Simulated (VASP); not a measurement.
# HfC (zincblende type) (F-43m) in VASP: notebook

The runs below take HfC (zincblende type) through relaxation of cell and atoms, with PBE.

Everything below comes from runs of VASP 6.6.1. Logs are shortened: lines on timing, memory, paths and dates and some standing lists are left out, and cuts for length are marked.

### Step 1. The cell of the first run

It takes space group F-43m (No. 216, cubic). The conventional cell has a = 4.443 Å, b = 4.443 Å, c = 4.443 Å, α = 90.00°, β = 90.00°, γ = 90.00°. Within 2.6 Å of Hf (site symmetry -43m) lie 4 C at 1.92 Å. C (site symmetry -43m) has 4 Hf at 1.92 Å within 2.6 Å.

### Step 2. Relaxation of cell and atoms, PBE, target pressure 94 GPa, at which the enthalpy is minimised

The input, INCAR:

```
ALGO = Normal
EDIFF = 1E-6
EDIFFG = -0.005
ENCUT = 600
GGA = PE
IBRION = 2
ISIF = 3
ISMEAR = -1
LASPH = T
LCHARG = F
LREAL = F
LWAVE = F
NELM = 60
NSW = 60
PREC = Accurate
PSTRESS = 940.0
SIGMA = 0.1
```

The input, KPOINTS:

```
k-points
0
Gamma
  14 14 14
```

The input, POSCAR:

```
HfC
1.0
    0.0000000000      2.2213764424      2.2213764424
    2.2213764424      0.0000000000      2.2213764424
    2.2213764424      2.2213764424      0.0000000000
Hf C
1 1
Direct
    0.0000000000      0.0000000000      0.0000000000
    0.2500000000      0.2500000000      0.2500000000
```

Potentials or basis: VASP PAW PBE potentials, release 64 (Hf_pv, C).

The run is started by

```console
> cat potpaw_PBE.64/Hf_pv/POTCAR potpaw_PBE.64/C/POTCAR > POTCAR
> mpirun -np 1 vasp_std > vasp.out
```

OUTCAR:

```text
EDIFF = 1E-6
   EDIFFG = -0.005
   ENCUT = 600
   GGA = PE
   IBRION = 2
   ISIF = 3
   ISMEAR = -1
   LASPH = T
   LREAL = F
   NELM = 60
   NSW = 60
   PREC = Accurate
   PSTRESS = 940.0

 ion  position               nearest neighbor table
   1  0.000  0.000  0.000-   2 1.92   2 1.92   2 1.92   2 1.92
   2  0.250  0.250  0.250-   1 1.92   1 1.92   1 1.92   1 1.92

  LATTYP: Found a face centered cubic cell.
 ALAT       =     4.4427528848

  Lattice vectors:

 A1 = (   0.0000000000,   2.2213764424,   2.2213764424)
 A2 = (   2.2213764424,   0.0000000000,   2.2213764424)
 A3 = (   2.2213764424,   2.2213764424,   0.0000000000)

Analysis of symmetry for initial positions (statically):
=====================================================================
 Subroutine PRICEL returns:
 Original cell was already a primitive cell.

 Routine SETGRP: Setting up the symmetry group for a
 face centered cubic supercell.

 Subroutine GETGRP returns: Found 24 space group operations
 (whereof 24 operations were pure point group operations)
 out of a pool of 48 trial point group operations.

The static configuration has the point symmetry T_d .

Analysis of symmetry for dynamics (positions and initial velocities):
=====================================================================
 Subroutine PRICEL returns:
 Original cell was already a primitive cell.

 Routine SETGRP: Setting up the symmetry group for a
 face centered cubic supercell.

 Subroutine GETGRP returns: Found 24 space group operations
 (whereof 24 operations were pure point group operations)
 out of a pool of 48 trial point group operations.

The dynamic configuration has the point symmetry T_d .

 Subroutine INISYM returns: Found 24 space group operations
 (whereof 24 operations are pure point group operations),
 and found     1 'primitive' translations

----------------------------------------------------------------------------------------

                                     Primitive cell

  volume of cell :      21.9228

  direct lattice vectors                    reciprocal lattice vectors
     0.000000000  2.221376442  2.221376442    -0.225085668  0.225085668  0.225085668
     2.221376442  0.000000000  2.221376442     0.225085668 -0.225085668  0.225085668
     2.221376442  2.221376442  0.000000000     0.225085668  0.225085668 -0.225085668

  length of vectors
     3.141500692  3.141500692  3.141500692     0.389859813  0.389859813  0.389859813

  position of ions in fractional coordinates (direct lattice)
     0.000000000  0.000000000  0.000000000
     0.250000000  0.250000000  0.250000000

  ion indices of the primitive-cell ions
   primitive index   ion index
                 1           1
                 2           2

----------------------------------------------------------------------------------------

 KPOINTS: k-points

Automatic generation of k-mesh.
 Grid dimensions read from file:
 generate k-points for:   14   14   14

 Generating k-lattice:

  Cartesian coordinates                     Fractional coordinates (reciprocal lattice)
    -0.016077548  0.016077548  0.016077548     0.071428571  0.000000000  0.000000000
     0.016077548 -0.016077548  0.016077548     0.000000000  0.071428571  0.000000000
     0.016077548  0.016077548 -0.016077548     0.000000000  0.000000000  0.071428571

  Length of vectors
     0.027847129  0.027847129  0.027847129

  Shift w.r.t. Gamma in fractional coordinates (k-lattice)
     0.000000000  0.000000000  0.000000000

 Subroutine IBZKPT returns following result:
 ===========================================

 Found    104 irreducible k-points:

 Following reciprocal coordinates:
            Coordinates               Weight
  0.000000  0.000000  0.000000      1.000000
  0.071429  0.000000  0.000000      8.000000
  0.142857  0.000000  0.000000      8.000000
  0.214286  0.000000  0.000000      8.000000
  0.285714  0.000000  0.000000      8.000000
  0.357143  0.000000  0.000000      8.000000
[... 16 lines left out ...]
  0.214286  0.142857  0.000000     24.000000
  0.285714  0.142857  0.000000     24.000000
 [... further k-points ...]
   k-points           NKPTS =    104   k-points in BZ     NKDIM =    104   number of bands    NBANDS=     11
   number of dos      NEDOS =    301   number of ions     NIONS =      2
   total plane-waves  NPLWV =  21952
   dimension x,y,z NGX =    28 NGY =   28 NGZ =   28
   dimension x,y,z NGXF=    56 NGYF=   56 NGZF=   56
   ions per type =               1   1
   NGX,Y,Z   is equivalent  to a cutoff of  14.82, 14.82, 14.82 a.u.
   NGXF,Y,Z  is equivalent  to a cutoff of  29.63, 29.63, 29.63 a.u.
 SYSTEM =  unknown system
   PREC   = accura    normal or accurate (medium, high low for compatibility)
   ISTART =      0    job   : 0-new  1-cont  2-samecut
   ICHARG =      2    charge: 1-file 2-atom 10-const
   ISPIN  =      1    spin polarized calculation?
   LNONCOLLINEAR =      F non collinear calculations
   LSORBIT =      F    spin-orbit coupling
   LASPH  =      T    aspherical Exc in radial PAW
   ENCUT  =  600.0 eV  44.10 Ry    6.64 a.u.   6.27  6.27  6.27*2*pi/ulx,y,z
   NELM   =     60;   NELMIN=  2; NELMDL= -5     # of ELM steps
   EDIFF  = 0.1E-05   stopping-criterion for ELM
   LREAL  =      F    real-space projection
   EDIFFG = -.5E-02   stopping-criterion for IOM
   NSW    =     60    number of steps for IOM
   IBRION =      2    ionic relax: 0-MD 1-quasi-New 2-CG
   NFREE  =      1    steps in history (QN), initial steepest desc. (CG)
   ISIF   =      3    stress and relaxation
   ISYM   =      2    0-nonsym 1-usesym 2-fastsym
   POTIM  = 0.5000    time-step for ionic-motion
   TEBEG  =    0.0;   TEEND  =   0.0 temperature during run
   PSTRESS=  940.0 pullay stress
   NELECT =      14.0000    total number of electrons
   NUPDOWN=      -1.0000    fix difference up-down
   EMIN   =  10.00;   EMAX   =-10.00  energy-range for DOS
   EFERMI =   0.00;   METHOD = LEGACY
   ISMEAR =    -1;   SIGMA  =   0.10  broadening in eV -4-tet -1-fermi 0-gaus
   EFERMI_NEDOS =   21; number of points for ismear=-14 and -15
   IALGO  =     38    algorithm
   IMIX   =      4    mixing-type and parameters
     AMIX     =   0.40;   BMIX     =  1.00
     AMIX_MAG =   1.60;   BMIX_MAG =  1.00
  volume/ion in A,a.u.               =      10.96        73.97
  Fermi-wavevector in a.u.,A,eV,Ry     =   1.409782  2.664102 27.041386  1.987486
  Thomas-Fermi vector in A             =   2.531803
   LORBIT       =      0    0 simple, 1 ext, 2 COOP (PROOUT), +10 PAW based schemes
   GGA     = PE    functional components
   LHFCALC =     F    Hartree Fock is set to
   AEXX    =    0.0000 exact exchange contribution
   IVDW    =     0    specifies the selected vdW correction
   LEPSILON=     F    determine dielectric tensor
   LRPA    =     F    only Hartree local field effects (RPA)
 conjugate gradient relaxation of ions
 non-spin polarized calculation
  energy-cutoff  :      600.00
  volume of cell :       21.92
 maximum number of plane-waves:       748
 NGX is ok and might be reduce to    28
   NGX = 13   NGY = 13   NGZ = 13

--------------------------------------- Ionic step        1  -------------------------------------------

 number of electron      14.0000000 magnetization

 Free energy of the ion-electron system (eV)
  ---------------------------------------------------
  ext. energy  EPLUGINS =         0.00000000
  ---------------------------------------------------
  free energy    TOTEN  =       -16.97525939 eV

  energy without entropy =      -16.96659752  energy(sigma->0) =      -16.97092845

------------------------ aborting loop because EDIFF is reached ----------------------------------------

  FORCE on cell =-STRESS in cart. coord.  units (eV):
  Direction    XX          YY          ZZ          XY          YZ          ZX
  --------------------------------------------------------------------------------------
  -------------------------------------------------------------------------------------
  Total       16.1338003     16.1338003     16.1338003      0.0000000      0.0000000     -0.0000000
  in kB     1179.1003743   1179.1003743   1179.1003743      0.0000000      0.0000000     -0.0000000
  external PRESSURE =     239.1003743 kB  Pullay stress =     940.0000000 kB
[... 99 lines left out ...]
  enthalpy is  TOTEN    =        -4.1927484568 eV   P V=       13.5692269351

--------------------------------------- Ionic step        4  -------------------------------------------

 number of electron      14.0000001 magnetization

 Free energy of the ion-electron system (eV)
  ---------------------------------------------------
  ext. energy  EPLUGINS =         0.00000000
  ---------------------------------------------------
  free energy    TOTEN  =       -17.70865827 eV

  energy without entropy =      -17.69901406  energy(sigma->0) =      -17.70383617

 E-fermi :   6.4253     XC(G=0): -12.4030

 val. band max:        6.4161886630   @ k =   0.5000   0.5000   0.0000
 cond. band min:       6.4959008461   @ k =  -0.3571   0.4286   0.0714
 fundamental gap:      0.0797121830
 Fermi energy:         6.4253334974

 k-point     1 :       0.0000    0.0000    0.0000
  band No.  band energies     occupation
      1     -22.3011      2.00000
      2     -22.3011      2.00000
      3     -22.3011      2.00000
      4      -5.8983      2.00000
      5       2.6332      2.00000
      6       2.6332      2.00000
      7       2.6332      2.00000
      8      10.6292      0.00000
      9      10.6292      0.00000
     10      10.8272      0.00000
     11      17.3760      0.00000
[... 309 lines left out ...]
 k-point    24 :       0.2857    0.1429    0.0000
  band No.  band energies     occupation
      1     -22.8820      2.00000
      2     -22.4572      2.00000
      3     -22.4474      2.00000
      4      -4.2178      2.00000
      5       1.5879      2.00000
      6       3.5555      2.00000
      7       3.6759      2.00000
      8       8.3911      0.00000
      9      11.3044      0.00000
     10      13.2372      0.00000
     11      17.5376      0.00000

 [... further k-points ...]

------------------------ aborting loop because EDIFF is reached ----------------------------------------

  FORCE on cell =-STRESS in cart. coord.  units (eV):
  Direction    XX          YY          ZZ          XY          YZ          ZX
  --------------------------------------------------------------------------------------
  -------------------------------------------------------------------------------------
  Total       13.5061907     13.5061907     13.5061907      0.0000000      0.0000000      0.0000000
  in kB      939.3622062    939.3622062    939.3622062      0.0000000      0.0000000      0.0000000
  external PRESSURE =      -0.6377938 kB  Pullay stress =     940.0000000 kB
[... 17 lines left out ...]
  FREE ENERGIE OF THE ION-ELECTRON SYSTEM (eV)
  ---------------------------------------------------
  free  energy   TOTEN  =       -17.7086582732 eV

  energy  without entropy=      -17.6990140628  energy(sigma->0) =      -17.70383617

  enthalpy is  TOTEN    =        -4.1932973467 eV   P V=       13.5153609265

 reached required accuracy - stopping structural energy minimisation
```

It took 78 s on 1 thread of Intel Xeon Platinum 8488C (Sapphire Rapids), shared host; peak memory 0.19 GiB.

Results:

- Free energy: -17.7087 eV
- Relaxed volume: 11.52 Å³/atom
- Relaxed cell: a = 3.194 Å, b = 3.194 Å, c = 3.194 Å, α = 60.00°, β = 60.00°, γ = 60.00°
- Space group after relaxing (to 0.1 Å): F-43m (No. 216)
- Energy change on relaxing (the run minimises the enthalpy): -366.7 meV/atom
- Ionic steps: 4
- Pressure after relaxing: 93.9 GPa
- Band gap on the k mesh: 0.08 eV (least direct gap 0.43 eV)

Step by step:
| step | energy change (eV) | largest force (eV/Å) | pressure (GPa) | volume (Å³) |
| --- | --- | --- | --- | --- |
| 1 | 0.0000 | 0.0000 | 117.91 | 21.92 |
| 2 | -2.3900 | 0.0000 | 31.45 | 27.53 |
| 3 | -0.7867 | 0.0000 | 92.16 | 23.13 |
| 4 | -0.7334 | 0.0000 | 93.94 | 23.04 |

Final structure:
```
Hf C
1.0
     0.00000    2.25836    2.25836
     2.25836    0.00000    2.25836
     2.25836    2.25836    0.00000
Hf C
1 1
Direct
  0.00000 0.00000 0.00000
  0.25000 0.25000 0.25000
```

Caveat: the cell is relaxed towards a set pressure, so the run minimises the enthalpy, not the energy; spin-orbit coupling is left out, which moves the levels of the heavy elements.

### Step 3. Relaxation of cell and atoms, PBE, target pressure 94 GPa, at which the enthalpy is minimised

This run uses another cell than the first one, of 11.47 Å³/atom.

The input, INCAR:

```
PREC = Accurate
ENCUT = 600
EDIFF = 1E-6
ISMEAR = -1
SIGMA = 0.1
LREAL = F
LASPH = T
NELM = 100
ALGO = Normal
ISIF = 3
LWAVE = F
LCHARG = F
GGA = PE
IBRION = 2
NSW = 32
EDIFFG = -0.005
PSTRESS = 940.0
```

The input, KPOINTS:

```
Automatic mesh
0
Gamma
  14 14 14
```

The input, POSCAR:

```
HfC
1.0
    0.0000000000      2.2553032892      2.2553032892
    2.2553032892      0.0000000000      2.2553032892
    2.2553032892      2.2553032892      0.0000000000
Hf C
1 1
Direct
    0.0000000000      0.0000000000      0.0000000000
    0.2500000000      0.2500000000      0.2500000000
```

Potentials or basis: VASP PAW PBE potentials, release 64 (Hf_pv, C).

The run is started by

```console
> cat potpaw_PBE.64/Hf_pv/POTCAR potpaw_PBE.64/C/POTCAR > POTCAR
> mpirun -np 1 vasp_std > vasp.out
```

OUTCAR:

```text
PREC = Accurate
   ENCUT = 600
   EDIFF = 1E-6
   ISMEAR = -1
   LREAL = F
   LASPH = T
   NELM = 100
   ISIF = 3
   GGA = PE
   IBRION = 2
   NSW = 32
   EDIFFG = -0.005
   PSTRESS = 940.0

 ion  position               nearest neighbor table
   1  0.000  0.000  0.000-   2 1.95   2 1.95   2 1.95   2 1.95
   2  0.250  0.250  0.250-   1 1.95   1 1.95   1 1.95   1 1.95

  LATTYP: Found a face centered cubic cell.
 ALAT       =     4.5106065784

  Lattice vectors:

 A1 = (   0.0000000000,   2.2553032892,   2.2553032892)
 A2 = (   2.2553032892,   0.0000000000,   2.2553032892)
 A3 = (   2.2553032892,   2.2553032892,   0.0000000000)

Analysis of symmetry for initial positions (statically):
=====================================================================
 Subroutine PRICEL returns:
[... 264 lines left out ...]

 k-point     1 :       0.0000    0.0000    0.0000
  band No.  band energies     occupation
      1     -22.2987      2.00000
      2     -22.2987      2.00000
      3     -22.2987      2.00000
      4      -5.8975      2.00000
      5       2.6338      2.00000
      6       2.6338      2.00000
      7       2.6338      2.00000
      8      10.6314      0.00000
      9      10.6314      0.00000
     10      10.8296      0.00000
     11      17.3788      0.00000
[... 309 lines left out ...]
 k-point    24 :       0.2857    0.1429    0.0000
  band No.  band energies     occupation
      1     -22.8801      2.00000
      2     -22.4549      2.00000
      3     -22.4451      2.00000
      4      -4.2166      2.00000
      5       1.5885      2.00000
      6       3.5564      2.00000
      7       3.6768      2.00000
      8       8.3927      0.00000
      9      11.3067      0.00000
     10      13.2397      0.00000
     11      17.5409      0.00000

 [... further k-points ...]

------------------------ aborting loop because EDIFF is reached ----------------------------------------

  FORCE on cell =-STRESS in cart. coord.  units (eV):
  Direction    XX          YY          ZZ          XY          YZ          ZX
  --------------------------------------------------------------------------------------
  -------------------------------------------------------------------------------------
  Total       13.5112437     13.5112437     13.5112437      0.0000000     -0.0000000      0.0000000
  in kB      939.8982657    939.8982657    939.8982657      0.0000000     -0.0000000      0.0000000
  external PRESSURE =      -0.1017343 kB  Pullay stress =     940.0000000 kB
[... 21 lines left out ...]
  energy  without entropy=      -17.6974973565  energy(sigma->0) =      -17.70231619

  enthalpy is  TOTEN    =        -4.1944288169 eV   P V=       13.5127061978

 reached required accuracy - stopping structural energy minimisation
```

OSZICAR:

```text
N       E                     dE             d eps       ncg     rms          rms(c)
DAV:   1     0.353367139911E+02    0.35337E+02   -0.86938E+03  2288   0.138E+03
DAV:   2    -0.201023061686E+02   -0.55439E+02   -0.52154E+02  3039   0.239E+02
DAV:   3    -0.222062219480E+02   -0.21039E+01   -0.20939E+01  2808   0.365E+01
DAV:   4    -0.222237437565E+02   -0.17522E-01   -0.17518E-01  2739   0.381E+00
[... 22 lines left out ...]
DAV:   3    -0.177071376683E+02    0.23025E-02   -0.65791E-03  2534   0.771E-01    0.554E-01
DAV:   4    -0.177071427113E+02   -0.50430E-05   -0.15602E-04  2684   0.124E-01    0.464E-01
DAV:   5    -0.177071372728E+02    0.54385E-05   -0.75188E-05  2712   0.585E-02    0.352E-02
DAV:   6    -0.177071359125E+02    0.13603E-05   -0.12500E-05  2636   0.251E-02    0.275E-02
DAV:   7    -0.177071350147E+02    0.89789E-06   -0.50289E-07  1294   0.674E-03
   3 F= -.41944288E+01 E0= -.41896100E+01  d E =-.483051E-03
```

CONTCAR:

```text
HfC
   1.00000000000000
    -0.0000000000000000    2.2582136199225382    2.2582136199225382
     2.2582136199225382   -0.0000000000000000    2.2582136199225382
     2.2582136199225382    2.2582136199225382   -0.0000000000000000
  Hf              C
     1     1
Direct
     0.0000000000000000    0.0000000000000000    0.0000000000000000
     0.2500000000000000    0.2500000000000000    0.2500000000000000

  0.00000000E+00  0.00000000E+00  0.00000000E+00
  0.00000000E+00  0.00000000E+00  0.00000000E+00
```

It took 58 s on 1 thread of Intel Xeon Platinum 8488C (Sapphire Rapids), shared host; peak memory 0.19 GiB.

What came out:

```
Free energy                                                : -17.7071 eV
Relaxed volume                                             : 11.52 Å³/atom
Relaxed cell                                               : a = 3.194 Å, b = 3.194 Å, c = 3.194 Å, α = 60.00°, β = 60.00°, γ = 60.00°
Space group after relaxing (to 0.1 Å)                      : F-43m (No. 216)
Energy change on relaxing (the run minimises the enthalpy) : -26.3 meV/atom
Ionic steps                                                : 3
Pressure after relaxing                                    : 94.0 GPa
Band gap on the k mesh                                     : 0.08 eV (least direct gap 0.43 eV)
```

Step by step:
```csv
step,energy change (eV),largest force (eV/Å),pressure (GPa),volume (Å³)
1,0.0000,0.0000,95.77,22.94
2,-0.2418,0.0000,87.68,23.37
3,-0.0527,0.0000,93.99,23.03
```

Final structure:
```
Hf C
1.0
     0.00000    2.25821    2.25821
     2.25821    0.00000    2.25821
     2.25821    2.25821    0.00000
Hf C
1 1
Direct
  0.00000 0.00000 0.00000
  0.25000 0.25000 0.25000
```

Levels at points of the mesh, in eV from the valence-band top:
```
           k point  band 4  band 5  band 6  band 7  band 8  band 9  band 10  band 11
(0.00, 0.00, 0.00)  -12.32   -3.78   -3.78   -3.78    4.21    4.21     4.41    10.96
(0.50, 0.00, 0.00)   -9.96   -3.20   -2.92   -2.92    4.87    5.45     5.45     7.73
(0.50, 0.50, 0.00)   -8.97   -6.08    0.00    0.00    0.47    5.99     6.91     7.61
```

Caveat: the cell is relaxed towards a set pressure, so the run minimises the enthalpy, not the energy; spin-orbit coupling is left out, which moves the levels of the heavy elements.
